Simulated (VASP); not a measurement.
# C (Fmmm) in VASP: notebook

Runs on C. Level: LDA. Tasks: single point.

Program: VASP 6.6.1. These are calculated values, not measurements. Logs are shortened: lines on timing, memory, paths and dates and some standing lists are left out, and cuts for length are marked.

## (1) The cell of the first run

The structure is orthorhombic, space group Fmmm (No. 69). Conventional cell: a = 2.272 Å, b = 3.935 Å, c = 6.696 Å, α = 90.00°, β = 90.00°, γ = 90.00°. C (site symmetry m2m) has 3 C at 1.31 Å within 1.8 Å.

## (2) Single point, LDA (strain -0.0750 x Voigt [1, 1, 0, 0, 0, 0])

Input file INCAR:

```
PREC = Accurate
ENCUT = 520
EDIFF = 1E-6
ISMEAR = 0
SIGMA = 0.05
LREAL = F
LASPH = T
NELM = 80
ALGO = Normal
ISIF = 2
LWAVE = F
LCHARG = F
GGA = CA
NBANDS = 11
```

Input file KPOINTS:

```
regular mesh
0
Gamma
  14 14 14
```

Input file POSCAR:

```
C
1.0
    0.0000000000      1.9674750000      3.3480000000
    1.1359000000      0.0000000000      3.3480000000
    1.1359000000      1.9674750000      0.0000000000
C
2
Direct
    0.1666700000      0.8333300000      0.1666700000
    0.8333300000      0.1666700000      0.8333300000
```

Potentials or basis: VASP PAW LDA potentials, release 64 (C).

Command:

```
cat potpaw_LDA.64/C/POTCAR > POTCAR
mpirun -np 1 vasp_std > vasp.out
```

OUTCAR:

```text
PREC = Accurate
   ENCUT = 520
   EDIFF = 1E-6
   ISMEAR = 0
   LREAL = F
   LASPH = T
   NELM = 80
   ISIF = 2
   GGA = CA

 ion  position               nearest neighbor table
   1  0.167  0.833  0.167-   2 1.31   2 1.31   2 1.31
   2  0.833  0.167  0.833-   1 1.31   1 1.31   1 1.31

  LATTYP: Found a face centered orthorhombic cell.
 ALAT       =     2.2718000000
 B/A-ratio  =     1.7320846906
 C/A-ratio  =     2.9474425566

  Lattice vectors:

 A1 = (   0.0000000000,   1.9674750000,   3.3480000000)
 A2 = (   1.1359000000,   0.0000000000,   3.3480000000)
 A3 = (   1.1359000000,   1.9674750000,   0.0000000000)

Analysis of symmetry for initial positions (statically):
=====================================================================
 Subroutine PRICEL returns:
 Original cell was already a primitive cell.

 Routine SETGRP: Setting up the symmetry group for a
 face centered orthorhombic supercell.

 Subroutine GETGRP returns: Found  8 space group operations
 (whereof  8 operations were pure point group operations)
 out of a pool of  8 trial point group operations.

The static configuration has the point symmetry D_2h.

Analysis of symmetry for dynamics (positions and initial velocities):
=====================================================================
 Subroutine PRICEL returns:
 Original cell was already a primitive cell.

 Routine SETGRP: Setting up the symmetry group for a
 face centered orthorhombic supercell.

 Subroutine GETGRP returns: Found  8 space group operations
 (whereof  8 operations were pure point group operations)
 out of a pool of  8 trial point group operations.

The dynamic configuration has the point symmetry D_2h.

 Subroutine INISYM returns: Found  8 space group operations
 (whereof  8 operations are pure point group operations),
 and found     1 'primitive' translations

----------------------------------------------------------------------------------------

                                     Primitive cell

  volume of cell :      14.9646

  direct lattice vectors                    reciprocal lattice vectors
     0.000000000  1.967475000  3.348000000    -0.440179593  0.254132835  0.149342891
     1.135900000  0.000000000  3.348000000     0.440179593 -0.254132835  0.149342891
     1.135900000  1.967475000  0.000000000     0.440179593  0.254132835 -0.149342891

  length of vectors
     3.883305535  3.535445207  2.271833331     0.529759258  0.529759258  0.529759258

  position of ions in fractional coordinates (direct lattice)
     0.166670000  0.833330000  0.166670000
[... 87 lines left out ...]
   TEBEG  =    0.0;   TEEND  =   0.0 temperature during run
   PSTRESS=    0.0 pullay stress
   NELECT =       8.0000    total number of electrons
   NUPDOWN=      -1.0000    fix difference up-down
   EMIN   =  10.00;   EMAX   =-10.00  energy-range for DOS
   EFERMI =   0.00;   METHOD = LEGACY
   ISMEAR =     0;   SIGMA  =   0.05  broadening in eV -4-tet -1-fermi 0-gaus
   EFERMI_NEDOS =   21; number of points for ismear=-14 and -15
   IALGO  =     38    algorithm
   IMIX   =      4    mixing-type and parameters
     AMIX     =   0.40;   BMIX     =  1.00
     AMIX_MAG =   1.60;   BMIX_MAG =  1.00
  volume/ion in A,a.u.               =       7.48        50.49
  Fermi-wavevector in a.u.,A,eV,Ry     =   1.328668  2.510819 24.019173  1.765359
  Thomas-Fermi vector in A             =   2.457889
   LORBIT       =      0    0 simple, 1 ext, 2 COOP (PROOUT), +10 PAW based schemes
   GGA     = CA    functional components
   LHFCALC =     F    Hartree Fock is set to
   AEXX    =    0.0000 exact exchange contribution
   IVDW    =     0    specifies the selected vdW correction
   LEPSILON=     F    determine dielectric tensor
   LRPA    =     F    only Hartree local field effects (RPA)
 non-spin polarized calculation
 Gauss-broadening in eV      SIGMA  =   0.05
  energy-cutoff  :      520.00
  volume of cell :       14.96
 maximum number of plane-waves:       415
 NGX is ok and might be reduce to    30
   NGX = 15   NGY = 13   NGZ =  9

 number of electron       8.0000001 magnetization

 Free energy of the ion-electron system (eV)
  ---------------------------------------------------
  ext. energy  EPLUGINS =         0.00000000
  ---------------------------------------------------
  free energy    TOTEN  =       -19.35351108 eV

  energy without entropy =      -19.35351108  energy(sigma->0) =      -19.35351108

 E-fermi :   6.4129     XC(G=0): -11.2657

 val. band max:        6.0683102418   @ k =   0.5000  -0.1429   0.3571
 cond. band min:       6.7179412044   @ k =  -0.0714   0.2857   0.2857
 fundamental gap:      0.6496309626
 Fermi energy:         6.4129173069

 k-point     1 :       0.0000    0.0000    0.0000
  band No.  band energies     occupation
      1     -15.2979      2.00000
      2      -2.2809      2.00000
      3       3.3214      2.00000
      4       3.3383      2.00000
      5       8.9964      0.00000
      6      16.1923      0.00000
      7      16.2462      0.00000
      8      20.7156      0.00000
      9      25.1457      0.00000
     10      31.9547      0.00000
     11      32.3040      0.00000
[... 309 lines left out ...]
 k-point    24 :       0.2857    0.1429   -0.0000
  band No.  band energies     occupation
      1     -14.6392      2.00000
      2      -2.4094      2.00000
      3       1.4041      2.00000
      4       2.1993      2.00000
      5      11.6588      0.00000
      6      16.5153      0.00000
      7      18.5465      0.00000
      8      18.6609      0.00000
      9      25.5512      0.00000
     10      28.7577      0.00000
     11      32.9471      0.00000

 [... further k-points ...]

------------------------ aborting loop because EDIFF is reached ----------------------------------------

  FORCE on cell =-STRESS in cart. coord.  units (eV):
  Direction    XX          YY          ZZ          XY          YZ          ZX
  --------------------------------------------------------------------------------------
  -------------------------------------------------------------------------------------
  Total       12.2557065     12.2599709     -0.0505285     -0.0000000      0.0000000      0.0000000
  in kB     1312.1520567   1312.6086288     -5.4098093     -0.0000000      0.0000000      0.0000000
  external PRESSURE =     873.1169587 kB  Pullay stress =       0.0000000 kB

 VOLUME and BASIS-vectors are now :
 -----------------------------------------------------------------------------
  energy-cutoff  :      520.00
  volume of cell :       14.96
      direct lattice vectors                 reciprocal lattice vectors
     0.000000000  1.967475000  3.348000000    -0.440179593  0.254132835  0.149342891
     1.135900000  0.000000000  3.348000000     0.440179593 -0.254132835  0.149342891
     1.135900000  1.967475000  0.000000000     0.440179593  0.254132835 -0.149342891

 POSITION                                       TOTAL-FORCE (eV/Angst)
 -----------------------------------------------------------------------------------
      1.13590      0.65584      3.34800         0.000000      0.025581      0.000000
      1.13590      3.27911      3.34800         0.000000     -0.025581      0.000000
 -----------------------------------------------------------------------------------
    total drift:                               -0.000000     -0.000000     -0.000000

  FREE ENERGIE OF THE ION-ELECTRON SYSTEM (eV)
  ---------------------------------------------------
  free  energy   TOTEN  =       -19.3535110789 eV

  energy  without entropy=      -19.3535110789  energy(sigma->0) =      -19.35351108
```

OSZICAR:

```text
N       E                     dE             d eps       ncg     rms          rms(c)
DAV:   1    -0.159946779478E+01   -0.15995E+01   -0.42939E+03  9676   0.658E+02
DAV:   2    -0.216358635791E+02   -0.20036E+02   -0.19264E+02 12314   0.126E+02
DAV:   3    -0.220078835106E+02   -0.37202E+00   -0.37142E+00 11917   0.138E+01
DAV:   4    -0.220091804777E+02   -0.12970E-02   -0.12969E-02 10998   0.993E-01
DAV:   5    -0.220091861077E+02   -0.56300E-05   -0.56299E-05 12019   0.582E-02    0.873E+00
DAV:   6    -0.199681643978E+02    0.20410E+01   -0.17699E+00 10638   0.808E+00    0.497E+00
DAV:   7    -0.193517544114E+02    0.61641E+00   -0.19029E+00 10992   0.839E+00    0.158E+00
DAV:   8    -0.193556995642E+02   -0.39452E-02   -0.62142E-02 10678   0.162E+00    0.313E-01
DAV:   9    -0.193535611365E+02    0.21384E-02   -0.42322E-03 11077   0.392E-01    0.117E-01
DAV:  10    -0.193535116211E+02    0.49515E-04   -0.33929E-04 11498   0.130E-01    0.515E-02
DAV:  11    -0.193535110789E+02    0.54220E-06   -0.66149E-06 10857   0.197E-02
   1 F= -.19353511E+02 E0= -.19353511E+02  d E =-.835579E-20
```

stdout:

```text
POSCAR found type information on POSCAR C
 POSCAR found :  1 types and       2 ions
 scaLAPACK will be used
 LDA part: xc-table for (Slater(with rela. corr.)+CA(PZ))
 , standard interpolation
 POSCAR, INCAR and KPOINTS ok, starting setup
 FFT: planning ... GRIDC
 FFT: planning ... GRID_SOFT
 FFT: planning ... GRID
 WAVECAR not read
 entering main loop
```

Wall time 1.8 min (1 thread of Intel Xeon 8259CL, shared host); peak memory 0.17 GiB.

Results:

```
Free energy   : -19.3535 eV
Pressure      : 87.3 GPa
Largest force : 0.026 eV/Å
```

Forces in eV/Å, atoms in the order of the input:
```
C    0.000  0.026  0.000
C    0.000 -0.026  0.000
```

Caveat: the cell differs from its parent crystal (strain -0.0750 x Voigt [1, 1, 0, 0, 0, 0]); the cell stands under pressure.

## (3) Single point, LDA (strain -0.0375 x Voigt [1, 1, 0, 0, 0, 0])

Input file INCAR:

```
SYSTEM = C
ALGO     = Normal         ! electronic algorithm
EDIFF    = 1E-6           ! SCF threshold, eV
ENCUT    = 520            ! plane-wave cutoff, eV
GGA      = CA             ! functional
ISIF     = 2              ! what is computed and relaxed
ISMEAR   = 0              ! smearing method
LASPH    = .TRUE.         ! aspherical terms in the spheres
LCHARG   = .FALSE.        ! write CHGCAR
LREAL    = .FALSE.        ! projectors in reciprocal space
LWAVE    = .FALSE.        ! write WAVECAR
NBANDS   = 11             ! bands
NELM     = 80             ! most SCF steps
PREC     = Accurate       ! precision mode
SIGMA    = 0.05           ! smearing width, eV
```

Input file KPOINTS:

```
k-points
0
G
  14 14 14
  0 0 0
```

Input file POSCAR:

```
C
1.0
    0.0000000000      2.0472375000      3.3480000000
    1.1819500000      0.0000000000      3.3480000000
    1.1819500000      2.0472375000      0.0000000000
C
2
Direct
    0.1666700000      0.8333300000      0.1666700000
    0.8333300000      0.1666700000      0.8333300000
```

Potentials or basis: VASP PAW LDA potentials, release 64 (C).

Command:

```
cat potpaw_LDA.64/C/POTCAR > POTCAR
mpirun -np 1 vasp_std > vasp.out
```

Wall time 2 min (1 thread of Intel Xeon 8259CL, shared host); peak memory 0.17 GiB.

The run converged. Its results:

| Property | Result |
| --- | --- |
| Free energy | -20.0428 eV |
| Pressure | 34.4 GPa |
| Largest force | 0.031 eV/Å |

Forces on the atoms (eV/Å):
```
C    0.000  0.031  0.000
C    0.000 -0.031  0.000
```

Stress tensor (GPa, compression positive):
```
51.73  0.00  0.00
 0.00 51.78  0.00
 0.00  0.00 -0.17
```

Caveat: the cell differs from its parent crystal (strain -0.0375 x Voigt [1, 1, 0, 0, 0, 0]); the cell stands under pressure.

## (4) Single point, LDA (strain +0.0750 x Voigt [1, 1, 0, 0, 0, 0])

Input file INCAR:

```
PREC = Accurate
ENCUT = 520
EDIFF = 1E-7
ISMEAR = 0
SIGMA = 0.05
LREAL = False
LASPH = True
NELM = 60
ALGO = Normal
ISIF = 2
LWAVE = False
LCHARG = False
NBANDS = 11
```

Input file KPOINTS:

```
Automatic mesh
0
Gamma
  14 14 14
```

Input file POSCAR:

```
C
1.0
    0.0000000000      2.2865250000      3.3480000000
    1.3201000000      0.0000000000      3.3480000000
    1.3201000000      2.2865250000      0.0000000000
C
2
Direct
    0.1666700000      0.8333300000      0.1666700000
    0.8333300000      0.1666700000      0.8333300000
```

Potentials or basis: VASP PAW LDA potentials, release 64 (C).

Command:

```
cat potpaw_LDA.64/C/POTCAR > POTCAR
mpirun -np 1 vasp_std > vasp.out
```

OUTCAR:

```text
PREC = Accurate
   ENCUT = 520
   EDIFF = 1E-7
   ISMEAR = 0
   LREAL = False
   LASPH = True
   NELM = 60
   ISIF = 2

 ion  position               nearest neighbor table
   1  0.167  0.833  0.167-   2 1.52   2 1.52   2 1.52
   2  0.833  0.167  0.833-   1 1.52   1 1.52   1 1.52

  LATTYP: Found a face centered orthorhombic cell.
 ALAT       =     2.6402000000
 B/A-ratio  =     1.7320846906
 C/A-ratio  =     2.5361715022

  Lattice vectors:

 A1 = (   0.0000000000,   2.2865250000,   3.3480000000)
 A2 = (   1.3201000000,   0.0000000000,   3.3480000000)
 A3 = (   1.3201000000,   2.2865250000,   0.0000000000)

Analysis of symmetry for initial positions (statically):
=====================================================================
 Subroutine PRICEL returns:
 Original cell was already a primitive cell.

 Routine SETGRP: Setting up the symmetry group for a
 face centered orthorhombic supercell.

 Subroutine GETGRP returns: Found  8 space group operations
 (whereof  8 operations were pure point group operations)
 out of a pool of  8 trial point group operations.

The static configuration has the point symmetry D_2h.

[... 170 lines left out ...]
      2      -1.7633      2.00000
      3       0.3566      2.00000
      4       0.3953      2.00000
      5       8.0658      0.00000
      6      10.3865      0.00000
      7      10.4850      0.00000
      8      11.9886      0.00000
      9      12.3912      0.00000
     10      23.2309      0.00000
     11      27.1295      0.00000
[... 309 lines left out ...]
 k-point    24 :       0.2857    0.1429    0.0000
  band No.  band energies     occupation
      1     -13.9363      2.00000
      2      -2.2679      2.00000
      3      -1.2173      2.00000
      4      -0.3463      2.00000
      5      10.2329      0.00000
      6      10.6017      0.00000
      7      11.2633      0.00000
      8      11.9777      0.00000
      9      13.1160      0.00000
     10      23.2397      0.00000
     11      24.7699      0.00000

 [... further k-points ...]

------------------------ aborting loop because EDIFF is reached ----------------------------------------

  FORCE on cell =-STRESS in cart. coord.  units (eV):
  Direction    XX          YY          ZZ          XY          YZ          ZX
  --------------------------------------------------------------------------------------
  -------------------------------------------------------------------------------------
  Total       -8.8669705     -8.8800220      0.0606977     -0.0000000      0.0000000      0.0000000
  in kB     -702.8904097   -703.9250069      4.8115460     -0.0000000      0.0000000      0.0000000
  external PRESSURE =    -467.3346235 kB  Pullay stress =       0.0000000 kB

 VOLUME and BASIS-vectors are now :
 -----------------------------------------------------------------------------
  energy-cutoff  :      520.00
  volume of cell :       20.21
      direct lattice vectors                 reciprocal lattice vectors
     0.000000000  2.286525000  3.348000000    -0.378759185  0.218672440  0.149342891
     1.320100000  0.000000000  3.348000000     0.378759185 -0.218672440  0.149342891
     1.320100000  2.286525000  0.000000000     0.378759185  0.218672440 -0.149342891

 POSITION                                       TOTAL-FORCE (eV/Angst)
 -----------------------------------------------------------------------------------
      1.32010      0.76219      3.34800         0.000000      0.037173      0.000000
      1.32010      3.81086      3.34800         0.000000     -0.037173      0.000000
 -----------------------------------------------------------------------------------
    total drift:                               -0.000000     -0.000000     -0.000000

  FREE ENERGIE OF THE ION-ELECTRON SYSTEM (eV)
  ---------------------------------------------------
  free  energy   TOTEN  =       -19.5066683101 eV

  energy  without entropy=      -19.5066004876  energy(sigma->0) =      -19.50663440
```

stdout:

```text
POSCAR found type information on POSCAR C
 POSCAR found :  1 types and       2 ions
 scaLAPACK will be used
 LDA part: xc-table for (Slater(with rela. corr.)+CA(PZ))
 , standard interpolation
 POSCAR, INCAR and KPOINTS ok, starting setup
 FFT: planning ... GRIDC
 FFT: planning ... GRID_SOFT
 FFT: planning ... GRID
 WAVECAR not read
 entering main loop
```

Wall time 2.1 min (1 thread of Intel Xeon 8259CL, shared host); peak memory 0.19 GiB.

What came out:

```
Free energy   : -19.5067 eV
Pressure      : -46.7 GPa
Largest force : 0.037 eV/Å
```

Forces on the atoms (eV/Å):
```
C    0.000  0.037  0.000
C    0.000 -0.037  0.000
```

Stress tensor (GPa, compression positive):
```
-70.29   0.00   0.00
  0.00 -70.39   0.00
  0.00   0.00   0.48
```

Caveat: the cell differs from its parent crystal (strain +0.0750 x Voigt [1, 1, 0, 0, 0, 0]); the cell stands under tension.

## (5) The runs side by side

| cell | pressure (GPa) | largest force (eV/Å) |
| --- | --- | --- |
| a = 3.883, b = 3.535, c = 2.272 Å, angles 80.8, 64.0, 35.3°, 2 atoms | 87.3 | 0.03 |
| a = 3.924, b = 3.551, c = 2.364 Å, angles 80.4, 63.1, 36.4°, 2 atoms | 34.4 | 0.03 |
| a = 4.054, b = 3.599, c = 2.640 Å, angles 79.4, 60.8, 39.8°, 2 atoms | -46.7 | 0.04 |

Alike in all rows: task single point; level LDA; potentials or basis VASP PAW LDA potentials, release 64 (C); no spin polarisation; k mesh 14 × 14 × 14; cutoff (eV) 520; smearing gaussian 0.05 eV.

Caveats: the cell stands under pressure (at least some runs); the cell stands under tension (at least some runs).

Absolute energies hang on the potentials; compare differences alone.
